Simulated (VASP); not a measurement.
TePb: relaxation of cell and atoms with LDA

TePb:

```
Te Pb
1.0
     3.19091    3.19091    0.00000
    -3.19091    3.19091    0.00000
     0.00000    3.19091    3.19091
Te Pb
1 1
Direct
  0.50000 0.50000 0.00000
  0.00000 0.00000 0.00000
```

```yaml
Program: VASP 6.6.1
Task: relaxation of cell and atoms
Functional: LDA
Potentials_or_basis: VASP PAW LDA potentials, release 64 (Te, Pb_d)
Cutoff: 500 eV
k_mesh: 6 × 6 × 6
Occupations: gaussian, width 0.01 eV
Spin: no spin polarisation
Target_pressure: 2 GPa
Dipole_correction: no
Further_INCAR_settings: ALGO = Normal; EDIFF = 1e-07; IBRION = 2; EDIFFG = -0.002; NSW = 100; ISIF = 3
```

```json
{"Relaxed volume": "31.34 Å³/atom", "Relaxed cell": "a = 4.459 Å, b = 4.459 Å, c = 4.459 Å, α = 60.00°, β = 60.00°, γ = 90.00°", "Space group after relaxing (to 0.1 Å)": "Fm-3m (No. 225)", "Energy change on relaxing (the run minimises the enthalpy)": "+7.3 meV/atom", "Ionic steps": "7", "Pressure after relaxing": "2.0 GPa", "Band gap on the k mesh": "0.47 eV"}
```

The path:
| step | energy change (eV) | largest force (eV/Å) | pressure (GPa) | volume (Å³) |
| --- | --- | --- | --- | --- |
| 1 | 0.0000 | 0.0000 | 0.06 | 64.98 |
| 2 | 0.0364 | 0.0000 | 3.32 | 61.35 |
| 3 | 0.0143 | 0.0000 | 1.99 | 62.69 |
| 4 | 0.0149 | 0.0000 | 2.04 | 62.65 |
| 5 | 0.0141 | 0.0000 | 1.97 | 62.71 |
| 6 | 0.0144 | 0.0000 | 1.99 | 62.68 |
| 7 | 0.0145 | 0.0000 | 2.00 | 62.68 |

Final structure:
```xyz
2
Lattice="3.1528 3.1528 0.0000 -3.1528 3.1528 0.0000 0.0000 3.1528 3.1528" Properties=species:S:1:pos:R:3 pbc="T T T"
Te    0.0000    3.1528    0.0000
Pb    0.0000    3.1528    3.1528
```

Levels at points of the mesh, in eV from the valence-band top:
```tsv
k point	band 6	band 7	band 8	band 9	band 10	band 11	band 12	band 13	band 14
(0.00, 0.00, 0.00)	-12.72	-5.50	-1.66	-1.66	-1.66	4.04	4.04	4.04	5.59
(0.50, 0.00, 0.00)	-11.08	-9.08	-1.12	-1.12	0.00	0.47	0.99	0.99	8.36
(0.50, 0.50, 0.00)	-10.75	-7.50	-5.14	-3.27	-3.27	2.90	5.63	5.63	7.02
```

Run time: 30 s on 1 thread of Intel(R) Xeon(R) Platinum 8559C (Emerald Rapids) (shared host), peak memory 0.17 GiB.

Caveat: the cell is relaxed towards a set pressure, so the run minimises the enthalpy, not the energy; spin-orbit coupling is left out, which moves the levels of the heavy elements. LDA usually gives volumes a few per cent too small.
